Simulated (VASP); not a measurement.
# Al (Cmce) in VASP: further runs

Runs on Al. Level: PBEsol. Tasks: single point, relaxation of cell and atoms.

Everything below comes from runs of VASP 6.6.1. Logs are shortened: lines on timing, memory, paths and dates and some standing lists are left out, and cuts for length are marked.

## Step 1: The cell of the first run

The structure is orthorhombic, space group Cmce (No. 64). Conventional cell: a = 5.374 Å, b = 3.552 Å, c = 7.244 Å, α = 90.00°, β = 90.00°, γ = 90.00°. Al (site symmetry m) has 3 Al at 2.00 to 2.62 Å within 2.7 Å.

## Step 2: Single point, PBEsol

The input, INCAR:

```
PREC     = Accurate       # precision mode
ENCUT    = 500            # plane-wave cutoff, eV
EDIFF    = 1E-6           # SCF threshold, eV
ISMEAR   = 0              # smearing method
SIGMA    = 0.1            # smearing width, eV
LREAL    = False          # projectors in reciprocal space
LASPH    = True           # aspherical terms in the spheres
NELM     = 120            # most SCF steps
ALGO     = Normal         # electronic algorithm
ISIF     = 2              # what is computed and relaxed
LWAVE    = False          # write WAVECAR
LCHARG   = False          # write CHGCAR
GGA      = PS             # functional
NBANDS   = 14             # bands
GGA_COMPAT= False
```

The input, KPOINTS:

```
Automatic mesh
0
Gamma
  6 6 4
```

The input, POSCAR:

```
Al
1.0
    2.6868123428     -1.7757774202      0.0000000000
    2.6868123428      1.7757774202      0.0000000000
    0.0000000000      0.0000000000      7.2438386526
Al
4
Direct
    0.8500000000      0.1500000000      0.1170000000
    0.6500000000      0.3500000000      0.6170000000
    0.1500000000      0.8500000000      0.8830000000
    0.3500000000      0.6500000000      0.3830000000
```

Potentials or basis: VASP PAW PBE potentials, release 64 (Al).

The run is started by

```
$ cat potpaw_PBE.64/Al/POTCAR > POTCAR
$ mpirun -np 1 vasp_std > vasp.out
```

OUTCAR:

```text
PREC = Accurate
   ENCUT = 500
   EDIFF = 1E-6
   ISMEAR = 0
   LREAL = False
   LASPH = True
   NELM = 120
   ISIF = 2
   GGA = PS

 ion  position               nearest neighbor table
   1  0.850  0.150  0.117-   3 2.00   4 2.62   4 2.62   3 3.01   3 3.26   3 3.26   4 3.31   4 3.31

   2  0.650  0.350  0.617-   4 2.00   3 2.62   3 2.62   4 3.01   4 3.26   4 3.26   3 3.31   3 3.31

   3  0.150  0.850  0.883-   1 2.00   2 2.62   2 2.62   1 3.01   1 3.26   1 3.26   2 3.31   2 3.31

   4  0.350  0.650  0.383-   2 2.00   1 2.62   1 2.62   2 3.01   2 3.26   2 3.26   1 3.31   1 3.31

  LATTYP: Found a base centered orthorhombic cell.
 ALAT       =     3.5515548404
 B/A-ratio  =     1.5130344109
 C/A-ratio  =     2.0396246090

  Lattice vectors:

 A1 = (  -2.6868123428,  -1.7757774202,   0.0000000000)
 A2 = (   2.6868123428,  -1.7757774202,   0.0000000000)
 A3 = (   0.0000000000,   0.0000000000,   7.2438386526)

Analysis of symmetry for initial positions (statically):
=====================================================================
 Subroutine PRICEL returns:
 Original cell was already a primitive cell.

 Routine SETGRP: Setting up the symmetry group for a
 base centered orthorhombic supercell.

 Subroutine GETGRP returns: Found  8 space group operations
 (whereof  4 operations were pure point group operations)
 out of a pool of  8 trial point group operations.

The static configuration has the point symmetry C_2h.
 The point group associated with its full space group is D_2h.

Analysis of symmetry for dynamics (positions and initial velocities):
=====================================================================
 Subroutine PRICEL returns:
 Original cell was already a primitive cell.

 Routine SETGRP: Setting up the symmetry group for a
 base centered orthorhombic supercell.

 Subroutine GETGRP returns: Found  8 space group operations
 (whereof  4 operations were pure point group operations)
 out of a pool of  8 trial point group operations.

The dynamic configuration has the point symmetry C_2h.
 The point group associated with its full space group is D_2h.

 Subroutine INISYM returns: Found  8 space group operations
 (whereof  4 operations are pure point group operations),
 and found     1 'primitive' translations

----------------------------------------------------------------------------------------

                                     Primitive cell

[... 106 lines left out ...]
   NUPDOWN=      -1.0000    fix difference up-down
   EMIN   =  10.00;   EMAX   =-10.00  energy-range for DOS
   EFERMI =   0.00;   METHOD = LEGACY
   ISMEAR =     0;   SIGMA  =   0.10  broadening in eV -4-tet -1-fermi 0-gaus
   EFERMI_NEDOS =   21; number of points for ismear=-14 and -15
   IALGO  =     38    algorithm
   IMIX   =      4    mixing-type and parameters
     AMIX     =   0.40;   BMIX     =  1.00
     AMIX_MAG =   1.60;   BMIX_MAG =  1.00
  volume/ion in A,a.u.               =      17.28       116.62
  Fermi-wavevector in a.u.,A,eV,Ry     =   0.913258  1.725808 11.347817  0.834041
  Thomas-Fermi vector in A             =   2.037749
   LORBIT       =      0    0 simple, 1 ext, 2 COOP (PROOUT), +10 PAW based schemes
   GGA     = PS    functional components
   LHFCALC =     F    Hartree Fock is set to
   AEXX    =    0.0000 exact exchange contribution
   IVDW    =     0    specifies the selected vdW correction
   LEPSILON=     F    determine dielectric tensor
   LRPA    =     F    only Hartree local field effects (RPA)
 non-spin polarized calculation
 Gauss-broadening in eV      SIGMA  =   0.10
  energy-cutoff  :      500.00
  volume of cell :       69.12
 maximum number of plane-waves:      1788
   NGX = 11   NGY = 11   NGZ = 27

 number of electron      12.0000000 magnetization

 Free energy of the ion-electron system (eV)
  ---------------------------------------------------
  ext. energy  EPLUGINS =         0.00000000
  ---------------------------------------------------
  free energy    TOTEN  =       -11.72678654 eV

  energy without entropy =      -11.71814291  energy(sigma->0) =      -11.72246472

 E-fermi :   7.1521     XC(G=0): -10.0081

 val. band max:        7.1123779929   @ k =   0.5000   0.0000   0.5000
 cond. band min:       7.1635592074   @ k =  -0.1667   0.1667   0.0000
 fundamental gap:      0.0511812145
 Fermi energy:         7.1521034001

 k-point     1 :       0.0000    0.0000    0.0000
  band No.  band energies     occupation
      1      -3.4351      2.00000
      2      -0.9283      2.00000
      3      -0.3759      2.00000
      4       6.2917      2.00000
      5       8.4298      0.00000
      6      10.9762      0.00000
      7      11.8736      0.00000
      8      12.7487      0.00000
      9      13.4785      0.00000
     10      13.4858      0.00000
     11      13.9198      0.00000
     12      14.3964      0.00000
     13      15.3774      0.00000
     14      15.7078      0.00000
[... 377 lines left out ...]
      1       0.4252      2.00000
      2       1.7328      2.00000
      3       3.9289      2.00000
      4       4.2082      2.00000
      5       4.8785      2.00000
      6       5.4383      2.00000
      7       6.0322      2.00000
      8       7.9397      0.00000
      9       8.0447      0.00000
     10       9.0207      0.00000
     11      11.5739      0.00000
     12      12.1372      0.00000
     13      12.3730      0.00000
     14      13.8900      0.00000

 [... further k-points ...]

------------------------ aborting loop because EDIFF is reached ----------------------------------------

  FORCE on cell =-STRESS in cart. coord.  units (eV):
  Direction    XX          YY          ZZ          XY          YZ          ZX
  --------------------------------------------------------------------------------------
  -------------------------------------------------------------------------------------
  Total       -4.2337344      7.5895407     25.2361956      0.0000000     -0.0000000      0.0000000
  in kB      -98.1317536    175.9144234    584.9380040      0.0000000     -0.0000000      0.0000000
  external PRESSURE =     220.9068913 kB  Pullay stress =       0.0000000 kB

 VOLUME and BASIS-vectors are now :
 -----------------------------------------------------------------------------
  energy-cutoff  :      500.00
  volume of cell :       69.12
      direct lattice vectors                 reciprocal lattice vectors
     2.686812343 -1.775777420  0.000000000     0.186094128 -0.281566819  0.000000000
     2.686812343  1.775777420  0.000000000     0.186094128  0.281566819  0.000000000
     0.000000000  0.000000000  7.243838653     0.000000000  0.000000000  0.138048354

 POSITION                                       TOTAL-FORCE (eV/Angst)
 -----------------------------------------------------------------------------------
      2.68681     -1.24304      0.84753         0.000000      4.247179      6.223562
      2.68681     -0.53273      4.46945         0.000000     -4.247179      6.223562
      2.68681      1.24304      6.39631         0.000000     -4.247179     -6.223562
      2.68681      0.53273      2.77439         0.000000      4.247179     -6.223562
 -----------------------------------------------------------------------------------
    total drift:                               -0.000000     -0.000000     -0.000000

  FREE ENERGIE OF THE ION-ELECTRON SYSTEM (eV)
  ---------------------------------------------------
  free  energy   TOTEN  =       -11.7267865403 eV

  energy  without entropy=      -11.7181429087  energy(sigma->0) =      -11.72246472
```

OSZICAR:

```text
N       E                     dE             d eps       ncg     rms          rms(c)
DAV:   1     0.706186697751E+01    0.70619E+01   -0.40740E+03  1092   0.657E+02
DAV:   2    -0.114730567650E+02   -0.18535E+02   -0.17082E+02  1422   0.830E+01
DAV:   3    -0.120631867156E+02   -0.59013E+00   -0.58661E+00  1486   0.125E+01
DAV:   4    -0.120678306167E+02   -0.46439E-02   -0.46436E-02  1332   0.138E+00
DAV:   5    -0.120678965633E+02   -0.65947E-04   -0.65946E-04  1454   0.167E-01    0.389E+00
DAV:   6    -0.118103833453E+02    0.25751E+00   -0.17303E-01  1314   0.187E+00    0.219E+00
DAV:   7    -0.117301931499E+02    0.80190E-01   -0.20278E-01  1342   0.198E+00    0.308E-01
DAV:   8    -0.117273248562E+02    0.28683E-02   -0.20540E-02  1256   0.783E-01    0.217E-01
DAV:   9    -0.117269949216E+02    0.32993E-03   -0.10253E-03  1350   0.184E-01    0.110E-01
DAV:  10    -0.117267850281E+02    0.20989E-03   -0.45952E-04  1320   0.101E-01    0.203E-02
DAV:  11    -0.117267876972E+02   -0.26691E-05   -0.51324E-05  1414   0.365E-02    0.115E-02
DAV:  12    -0.117267865766E+02    0.11206E-05   -0.35665E-06  1266   0.905E-03    0.294E-03
DAV:  13    -0.117267865403E+02    0.36338E-07   -0.17295E-07   708   0.247E-03
   1 F= -.11726787E+02 E0= -.11722465E+02  d E =-.864363E-02
```

stdout:

```text
POSCAR found type information on POSCAR Al
 POSCAR found :  1 types and       4 ions
 scaLAPACK will be used
 -----------------------------------------------------------------------------
|                                                                             |
|                                                                             |
|     You enforced a specific xc type in the INCAR file but a different       |
|     I HOPE YOU KNOW WHAT YOU ARE DOING!                                     |
|                                                                             |
 -----------------------------------------------------------------------------

 LDA part: xc-table for (Slater+PW92), standard interpolation
 POSCAR, INCAR and KPOINTS ok, starting setup
 FFT: planning ... GRIDC
 FFT: planning ... GRID_SOFT
 FFT: planning ... GRID
 WAVECAR not read
 entering main loop
```

Wall time 35 s (1 thread of Intel Xeon 8259CL, shared host); peak memory 0.18 GiB.

What came out:

- Free energy: -11.7268 eV
- Pressure: 22.1 GPa
- Largest force: 7.535 eV/Å
- Band gap on the k mesh: zero (bands 6 and 7 overlap by 6.05 eV)

Forces in eV/Å, atoms in the order of the input:
```
Al   0.000  4.247  6.224
Al   0.000 -4.247  6.224
Al   0.000 -4.247 -6.224
Al   0.000  4.247 -6.224
```

Stress tensor (GPa, compression positive):
```
-9.81  0.00  0.00
 0.00 17.59  0.00
 0.00  0.00 58.49
```

Levels at points of the mesh, in eV from the Fermi level:
| k point | band 4 | band 5 | band 6 | band 7 | band 8 | band 9 |
| --- | --- | --- | --- | --- | --- | --- |
| (0.00, 0.00, 0.00) | -0.86 | 1.28 | 3.82 | 4.72 | 5.60 | 6.33 |
| (0.50, 0.00, 0.00) | -4.03 | -3.39 | -3.39 | 2.83 | 2.83 | 3.18 |
| (0.50, 0.50, 0.00) | -3.21 | -2.53 | -1.89 | 0.48 | 0.72 | 1.33 |
| (0.00, 0.00, 0.50) | -4.45 | 4.18 | 4.18 | 5.20 | 5.20 | 6.06 |
| (0.50, 0.00, 0.50) | -5.40 | -0.88 | -0.88 | -0.04 | -0.04 | 3.57 |
| (0.50, 0.50, 0.50) | -4.22 | -0.73 | -0.73 | 1.12 | 1.12 | 1.20 |

Caveat: the cell stands under pressure; the PAW data sets were made with another functional, which shifts forces and pressure a little.

## Step 3: Relaxation of cell and atoms, PBEsol

The input, INCAR:

```
  ALGO = Normal
  EDIFF = 1E-7
  EDIFFG = -0.04
  ENCUT = 500
  GGA = PS
  GGA_COMPAT = F
  IBRION = 2
  ISIF = 3
  ISMEAR = 0
  LASPH = T
  LCHARG = F
  LREAL = F
  LWAVE = F
  NELM = 120
  NELMIN = 4
  NSW = 90
  PREC = Accurate
  SIGMA = 0.1
```

The input, KPOINTS:

```
k-points
0
Gamma
  6 6 4
```

POSCAR is that of step 2.

Potentials or basis: VASP PAW PBE potentials, release 64 (Al).

The run is started by

```
$ cat potpaw_PBE.64/Al/POTCAR > POTCAR
$ mpirun -np 1 vasp_std > vasp.out
```

It took 6.4 min on 1 thread of Intel Xeon 8259CL, shared host; peak memory 0.18 GiB.

Results (log left out):

| Property | Result |
| --- | --- |
| Free energy | -16.4531 eV |
| Relaxed volume | 16.26 Å³/atom |
| Relaxed cell | a = 2.846 Å, b = 2.846 Å, c = 8.036 Å, α = 90.00°, β = 90.00°, γ = 91.31° |
| Space group after relaxing (to 0.1 Å) | Fm-3m (No. 225) |
| Energy gained by relaxing | 1181.6 meV/atom |
| Ionic steps | 27 |
| Pressure after relaxing | -0.1 GPa |
| Largest force after relaxing | 0.008 eV/Å |

Forces on the atoms (eV/Å):
```
Al   0.000  0.007 -0.004
Al   0.000 -0.007 -0.004
Al   0.000 -0.007  0.004
Al   0.000  0.007  0.004
```

Stress tensor (GPa, compression positive):
```
 0.08  0.00  0.00
 0.00 -0.17  0.00
 0.00  0.00 -0.26
```

Step by step:
```csv
step,energy change (eV),largest force (eV/Å),pressure (GPa),volume (Å³)
1,0.0000,7.5347,22.09,69.12
2,-2.5103,1.2423,-6.77,93.39
3,-3.2719,0.8225,-3.55,80.38
4,-3.2807,0.7851,-3.28,80.00
5,-3.2898,0.6870,-2.51,79.07
6,-3.7274,0.4986,-3.99,76.34
7,-4.4522,0.3666,0.42,66.77
8,-4.4481,0.3233,-1.25,68.34
9,-4.4590,0.3404,-0.66,67.74
10,-4.4610,0.3565,-0.12,67.26
11,-4.5160,0.2458,0.44,66.36
12,-4.5753,0.3128,2.70,64.11
13,-4.5986,0.2970,-0.03,65.87
14,-4.6009,0.2966,0.53,65.46
15,-4.6263,0.2150,-0.72,66.29
16,-4.6354,0.1493,-1.96,67.22
17,-4.6538,0.1494,-0.67,66.00
18,-4.6571,0.1773,0.14,65.28
19,-4.6669,0.1594,0.32,65.08
20,-4.6977,0.1151,0.71,64.46
21,-4.6835,0.0085,2.58,63.19
22,-4.7078,0.0664,1.29,63.97
23,-4.7134,0.0503,1.02,64.18
24,-4.7206,0.0115,0.21,64.79
25,-4.7207,0.0140,0.32,64.71
26,-4.7246,0.0115,0.12,64.85
27,-4.7263,0.0081,-0.12,65.05
```

Final structure:
```yaml
crystal:
  lattice:
    - [1.98910, -2.03502, 0.00000]
    - [1.98910, 2.03502, 0.00000]
    - [0.00000, 0.00000, 8.03550]
  atoms:
    - { symbol: Al, position: [0.75107, 0.24893, 0.12505] }
    - { symbol: Al, position: [0.74893, 0.25107, 0.62505] }
    - { symbol: Al, position: [0.24893, 0.75107, 0.87495] }
    - { symbol: Al, position: [0.25107, 0.74893, 0.37495] }
```

Levels at points of the mesh, in eV from the Fermi level:
```tsv
k point	band 4	band 5	band 6	band 7	band 8	band 9
(0.00, 0.00, 0.00)	-3.03	-1.69	5.15	5.46	5.62	8.25
(0.50, 0.00, 0.00)	-4.75	-4.49	-4.49	1.15	1.15	2.71
(0.50, 0.50, 0.00)	-1.48	-1.13	-1.12	-0.80	-0.80	-0.02
(0.00, 0.00, 0.50)	-6.27	2.53	2.53	5.71	5.71	6.11
(0.50, 0.00, 0.50)	-6.27	-1.91	-1.91	-1.91	-1.91	6.69
(0.50, 0.50, 0.50)	-2.37	-1.40	-1.40	-0.94	-0.94	1.83
```

Caveat: the highest band is partly filled, so the run has too few bands; the PAW data sets were made with another functional, which shifts forces and pressure a little.
